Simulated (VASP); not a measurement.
# BN (Fmm2) in VASP: a series of runs

BN is run at these levels: PBE+D3(BJ); tasks: single point.

Program: VASP 6.6.1. These are calculated values, not measurements. Logs are shortened: lines on timing, memory, paths and dates and some standing lists are left out, and cuts for length are marked.

### 1 The cell of the first run

Symmetry: Fmm2, No. 42, orthorhombic system. The conventional cell has a = 2.506 Å, b = 6.491 Å, c = 4.333 Å, α = 90.00°, β = 90.00°, γ = 90.00°. B (site symmetry mm2) has 3 N at 1.45 Å within 1.9 Å. Within 1.9 Å of N (site symmetry mm2) lie 3 B at 1.45 Å.

### 2 Single point, PBE+D3(BJ) (8.81 Å³/atom)

INCAR reads:

```
SYSTEM = BN
PREC = Accurate
ENCUT = 520
EDIFF = 1E-6
ISMEAR = 0
SIGMA = 0.02
LREAL = .FALSE.
LASPH = .TRUE.
NELM = 60
ALGO = Normal
ISIF = 2
LWAVE = .FALSE.
LCHARG = .TRUE.
GGA = PE
IVDW = 12
LELF = .TRUE.
LVHAR = .TRUE.
NBANDS = 11
```

KPOINTS reads:

```
Automatic mesh
0
G
  12 12 12
  0 0 0
```

POSCAR reads:

```
BN
1.0
    0.0000000000      3.2455334969      2.1663231840
    1.2528826416      0.0000000000      2.1663231840
    1.2528826416      3.2455334969      0.0000000000
B N
1 1
Direct
    0.0001278407      0.0001278407      0.9998721593
    0.6665721493      0.6665721493      0.3334278507
```

Potentials or basis: VASP PAW PBE potentials, release 64 (B, N).

The run is started by

```console
> cat potpaw_PBE.64/B/POTCAR potpaw_PBE.64/N/POTCAR > POTCAR
> mpirun -np 1 vasp_std > vasp.out
```

OUTCAR:

```text
SYSTEM = BN
   PREC = Accurate
   ENCUT = 520
   EDIFF = 1E-6
   ISMEAR = 0
   LREAL = .FALSE.
   LASPH = .TRUE.
   NELM = 60
   ISIF = 2
   GGA = PE
   IVDW = 12
 IVDW          = 12

 ion  position               nearest neighbor table
   1  0.000  0.000  1.000-   2 1.45   2 1.45   2 1.45
   2  0.667  0.667  0.333-   1 1.45   1 1.45   1 1.45

  LATTYP: Found a face centered orthorhombic cell.
 ALAT       =     2.5057652832
 B/A-ratio  =     1.7290711133
 C/A-ratio  =     2.5904529196

  Lattice vectors:

 A1 = (   0.0000000000,   3.2455334969,   2.1663231840)
 A2 = (  -1.2528826416,   3.2455334969,   0.0000000000)
 A3 = (  -1.2528826416,   0.0000000000,   2.1663231840)

Analysis of symmetry for initial positions (statically):
=====================================================================
 Subroutine PRICEL returns:
 Original cell was already a primitive cell.

 Routine SETGRP: Setting up the symmetry group for a
 face centered orthorhombic supercell.

 Subroutine GETGRP returns: Found  4 space group operations
 (whereof  4 operations were pure point group operations)
 out of a pool of  8 trial point group operations.

The static configuration has the point symmetry C_2v.

Analysis of symmetry for dynamics (positions and initial velocities):
=====================================================================
 Subroutine PRICEL returns:
 Original cell was already a primitive cell.

 Routine SETGRP: Setting up the symmetry group for a
 face centered orthorhombic supercell.

 Subroutine GETGRP returns: Found  4 space group operations
 (whereof  4 operations were pure point group operations)
 out of a pool of  8 trial point group operations.

The dynamic configuration has the point symmetry C_2v.

 Subroutine INISYM returns: Found  4 space group operations
 (whereof  4 operations are pure point group operations),
 and found     1 'primitive' translations

----------------------------------------------------------------------------------------

                                     Primitive cell

  volume of cell :      17.6177

  direct lattice vectors                    reciprocal lattice vectors
     0.000000000  3.245533497  2.166323184    -0.399079677  0.154057877  0.230805821
     1.252882642  0.000000000  2.166323184     0.399079677 -0.154057877  0.230805821
     1.252882642  3.245533497  0.000000000     0.399079677  0.154057877 -0.230805821

  length of vectors
     3.902107612  2.502532927  3.478965736     0.486075863  0.486075863  0.486075863

[... 90 lines left out ...]
   PSTRESS=    0.0 pullay stress
   NELECT =       8.0000    total number of electrons
   NUPDOWN=      -1.0000    fix difference up-down
   EMIN   =  10.00;   EMAX   =-10.00  energy-range for DOS
   EFERMI =   0.00;   METHOD = LEGACY
   ISMEAR =     0;   SIGMA  =   0.02  broadening in eV -4-tet -1-fermi 0-gaus
   EFERMI_NEDOS =   21; number of points for ismear=-14 and -15
   IALGO  =     38    algorithm
   IMIX   =      4    mixing-type and parameters
     AMIX     =   0.40;   BMIX     =  1.00
     AMIX_MAG =   1.60;   BMIX_MAG =  1.00
  volume/ion in A,a.u.               =       8.81        59.45
  Fermi-wavevector in a.u.,A,eV,Ry     =   1.258312  2.377864 21.542763  1.583348
  Thomas-Fermi vector in A             =   2.391928
   LORBIT       =      0    0 simple, 1 ext, 2 COOP (PROOUT), +10 PAW based schemes
   GGA     = PE    functional components
   LHFCALC =     F    Hartree Fock is set to
   AEXX    =    0.0000 exact exchange contribution
   IVDW    =    12    specifies the selected vdW correction
   LEPSILON=     F    determine dielectric tensor
   LRPA    =     F    only Hartree local field effects (RPA)
 non-spin polarized calculation
 Gauss-broadening in eV      SIGMA  =   0.02
  energy-cutoff  :      520.00
  volume of cell :       17.62
 maximum number of plane-waves:       493
 NGX is ok and might be reduce to    30
   NGX = 15   NGY =  9   NGZ = 13

 number of electron       8.0000001 magnetization

 Free energy of the ion-electron system (eV)
  ---------------------------------------------------
  ext. energy  EPLUGINS =         0.00000000
  ---------------------------------------------------
  free energy    TOTEN  =       -17.56360600 eV

  energy without entropy =      -17.56360600  energy(sigma->0) =      -17.56360600

 E-fermi :   2.8038     XC(G=0): -10.2300

 val. band max:        2.6365668996   @ k =   0.4167  -0.4167   0.0833
 cond. band min:       6.1258488365   @ k =   0.0000   0.5000   0.5000
 fundamental gap:      3.4892819369
 Fermi energy:         2.8037820435

 k-point     1 :       0.0000    0.0000    0.0000
  band No.  band energies     occupation
      1     -15.3700      2.00000
      2      -1.5037      2.00000
      3       1.1522      2.00000
      4       1.1588      2.00000
      5       7.8441      0.00000
      6      14.0446      0.00000
      7      14.1654      0.00000
      8      15.6754      0.00000
      9      17.3285      0.00000
     10      28.2196      0.00000
     11      30.5896      0.00000
[... 309 lines left out ...]
 k-point    24 :      -0.4167    0.1667    0.0000
  band No.  band energies     occupation
      1     -11.8677      2.00000
      2      -6.1038      2.00000
      3      -3.0123      2.00000
      4       1.9134      2.00000
      5       7.2750      0.00000
      6      14.0881      0.00000
      7      16.2179      0.00000
      8      18.2998      0.00000
      9      21.6302      0.00000
     10      23.6875      0.00000
     11      25.6636      0.00000

 [... further k-points ...]

------------------------ aborting loop because EDIFF is reached ----------------------------------------

 Edisp (eV)   -0.29043

 E8    (eV) :    -0.0853

  FORCE on cell =-STRESS in cart. coord.  units (eV):
  Direction    XX          YY          ZZ          XY          YZ          ZX
  --------------------------------------------------------------------------------------
  -------------------------------------------------------------------------------------
  Total       0.12467     0.08919     0.12411     0.00000     0.00000     0.00000
  in kB      11.33729     8.11099    11.28692     0.00000     0.00000     0.00000
  external pressure =       10.25 kB  Pullay stress =        0.00 kB

 VOLUME and BASIS-vectors are now :
 -----------------------------------------------------------------------------
  energy-cutoff  :      520.00
  volume of cell :       17.62
      direct lattice vectors                 reciprocal lattice vectors
     0.000000000  3.245533497  2.166323184    -0.399079677  0.154057877  0.230805821
     1.252882642  0.000000000  2.166323184     0.399079677 -0.154057877  0.230805821
     1.252882642  3.245533497  0.000000000     0.399079677  0.154057877 -0.230805821

 POSITION                                       TOTAL-FORCE (eV/Angst)
 -----------------------------------------------------------------------------------
      1.25288      3.24553      0.00055         0.000000      0.000000      0.001820
      1.25288      3.24553      2.88802         0.000000      0.000000     -0.001820
 -----------------------------------------------------------------------------------
    total drift:                                0.000003      0.000007     -0.000036

  FREE ENERGIE OF THE ION-ELECTRON SYSTEM (eV)
  ---------------------------------------------------
  free  energy   TOTEN  =       -17.8540317223 eV

  energy  without entropy=      -17.8540317223  energy(sigma->0) =      -17.85403172
```

stdout:

```text
POSCAR found type information on POSCAR B N
 POSCAR found :  2 types and       2 ions
 scaLAPACK will be used
 LDA part: xc-table for (Slater+PW92), standard interpolation
 POSCAR, INCAR and KPOINTS ok, starting setup
 FFT: planning ... GRIDC
 FFT: planning ... GRID_SOFT
 FFT: planning ... GRID
 WAVECAR not read
 entering main loop
```

It took 1.7 min on 1 thread of Intel Xeon 8259CL, shared host; peak memory 0.19 GiB.

What came out:

```yaml
Free_energy: -17.8540 eV
Pressure: 1.0 GPa
Band_gap_on_the_k_mesh: 3.49 eV (least direct gap 4.53 eV)
Dispersion_energy_per_atom: -0.145 eV
```

Levels at points of the mesh, in eV from the valence-band top:
| k point | band 1 | band 2 | band 3 | band 4 | band 5 | band 6 | band 7 | band 8 |
| --- | --- | --- | --- | --- | --- | --- | --- | --- |
| (0.00, 0.00, 0.00) | -18.01 | -4.14 | -1.48 | -1.48 | 5.21 | 11.41 | 11.53 | 13.04 |
| (0.50, 0.00, 0.00) | -14.75 | -9.06 | -4.28 | -1.09 | 4.51 | 9.79 | 13.65 | 16.46 |
| (0.50, 0.50, 0.00) | -14.83 | -9.21 | -4.27 | -0.33 | 6.10 | 9.36 | 12.40 | 14.17 |
| (0.50, 0.00, 0.50) | -17.66 | -6.49 | -1.53 | -1.47 | 10.32 | 11.33 | 11.45 | 12.29 |
| (0.00, 0.50, 0.50) | -14.64 | -8.89 | -4.35 | -1.76 | 3.49 | 9.73 | 15.00 | 19.18 |

A k mesh can miss the band edges.

### 3 Single point, PBE+D3(BJ) (9.35 Å³/atom)

This run uses another cell than the first one, of 9.35 Å³/atom.

INCAR reads:

```
SYSTEM = BN
ALGO = Normal
EDIFF = 1E-6
ENCUT = 520
GGA = PE
ISIF = 2
ISMEAR = 0
IVDW = 12
LASPH = .True.
LCHARG = .True.
LELF = .True.
LREAL = .False.
LVHAR = .True.
LWAVE = .False.
NBANDS = 11
NELM = 60
PREC = Accurate
SIGMA = 0.02
```

KPOINTS reads:

```
k-points
0
Gamma
  12 12 12
  0 0 0
```

POSCAR reads:

```
BN
1.0
    0.0000000000      3.4343790896      2.1708301084
    1.2546169725      0.0000000000      2.1708301084
    1.2546169725      3.4343790896      0.0000000000
B N
1 1
Direct
    0.0000897078      0.0000897078      0.9999102922
    0.6666102822      0.6666102822      0.3333897178
```

Potentials or basis: VASP PAW PBE potentials, release 64 (B, N).

The run is started by

```console
> cat potpaw_PBE.64/B/POTCAR potpaw_PBE.64/N/POTCAR > POTCAR
> mpirun -np 1 vasp_std > vasp.out
```

Wall time 1.7 min (1 thread of Intel Xeon 8259CL, shared host); peak memory 0.19 GiB.

The run converged. Its results:

- Free energy: -17.8545 eV
- Pressure: -0.6 GPa
- Band gap on the k mesh: 3.76 eV (least direct gap 4.53 eV)
- Dispersion energy per atom: -0.135 eV

Stress tensor (GPa, compression positive):
```
-0.53  0.00  0.00
 0.00 -0.83  0.00
 0.00  0.00 -0.53
```

Levels at points of the mesh, in eV from the valence-band top:
```csv
k point,band 1,band 2,band 3,band 4,band 5,band 6,band 7,band 8
"(0.00, 0.00, 0.00)",-17.85,-4.37,-1.43,-1.43,4.94,11.44,11.52,12.93
"(0.50, 0.00, 0.00)",-14.67,-8.97,-4.21,-1.01,4.60,9.75,13.38,15.78
"(0.50, 0.50, 0.00)",-14.72,-9.07,-4.21,-0.47,5.84,9.34,12.25,13.78
"(0.50, 0.00, 0.50)",-17.63,-6.16,-1.46,-1.42,9.75,11.39,11.47,11.91
"(0.00, 0.50, 0.50)",-14.60,-8.86,-4.26,-1.51,3.76,9.80,14.58,18.58
```

### 4 Single point, PBE+D3(BJ) (9.63 Å³/atom)

This run uses another cell than the first one, of 9.63 Å³/atom.

INCAR reads:

```
SYSTEM = BN
PREC = Accurate
ENCUT = 520
EDIFF = 1E-7
ISMEAR = 0
SIGMA = 0.02
LREAL = .False.
LASPH = .True.
NELM = 60
ALGO = Normal
ISIF = 2
LWAVE = .False.
LCHARG = .False.
GGA = PE
IVDW = 12
NBANDS = 11
```

KPOINTS reads:

```
regular mesh
0
Gamma
  12 12 12
  0 0 0
```

POSCAR reads:

```
BN
1.0
    0.0000000000      3.5305313449      2.1722892292
    1.2551514904      0.0000000000      2.1722892292
    1.2551514904      3.5305313449      0.0000000000
B N
1 1
Direct
    0.0000729367      0.0000729367      0.9999270633
    0.6666270533      0.6666270533      0.3333729467
```

The run is started by

```console
> cat potpaw_PBE.64/B/POTCAR potpaw_PBE.64/N/POTCAR > POTCAR
> mpirun -np 1 vasp_std > vasp.out
```

Run time: 1.9 min. Hardware: 1 thread of Intel Xeon 8259CL, shared host; peak memory 0.2 GiB.

Results (log left out):

```
Free energy                : -17.8514 eV
Pressure                   : -1.1 GPa
Band gap on the k mesh     : 3.87 eV (least direct gap 4.54 eV)
Dispersion energy per atom : -0.130 eV
```

Stress tensor (GPa, compression positive):
```
-0.97  0.00  0.00
 0.00 -1.28  0.00
 0.00  0.00 -0.97
```

Levels at points of the mesh, in eV from the valence-band top:
| k point | band 1 | band 2 | band 3 | band 4 | band 5 | band 6 | band 7 | band 8 |
| --- | --- | --- | --- | --- | --- | --- | --- | --- |
| (0.00, 0.00, 0.00) | -17.81 | -4.48 | -1.43 | -1.42 | 4.82 | 11.44 | 11.50 | 12.85 |
| (0.50, 0.00, 0.00) | -14.65 | -8.95 | -4.20 | -1.00 | 4.62 | 9.73 | 13.24 | 15.46 |
| (0.50, 0.50, 0.00) | -14.69 | -9.04 | -4.20 | -0.54 | 5.71 | 9.33 | 12.18 | 13.61 |
| (0.50, 0.00, 0.50) | -17.63 | -6.03 | -1.45 | -1.42 | 9.45 | 11.41 | 11.46 | 11.70 |
| (0.00, 0.50, 0.50) | -14.60 | -8.86 | -4.24 | -1.42 | 3.87 | 9.81 | 14.39 | 18.28 |

A k mesh can miss the band edges.

### 5 Summary

| cell | gap on the mesh (eV) | pressure (GPa) |
| --- | --- | --- |
| a = 3.902, b = 2.503, c = 3.479 Å, angles 79.6, 39.1, 61.3°, 2 atoms | 3.49 | 1.0 |
| a = 4.063, b = 2.507, c = 3.656 Å, angles 80.1, 37.4, 62.4°, 2 atoms | 3.76 | -0.6 |
| a = 4.145, b = 2.509, c = 3.747 Å, angles 80.4, 36.6, 63.0°, 2 atoms | 3.87 | -1.1 |

Alike in all rows: task single point; level PBE+D3(BJ); potentials or basis VASP PAW PBE potentials, release 64 (B, N); no spin polarisation; k mesh 12 × 12 × 12; cutoff (eV) 520; smearing gaussian 0.02 eV.

Total energies depend on the potentials used, so only differences within one code and one set of settings carry meaning.
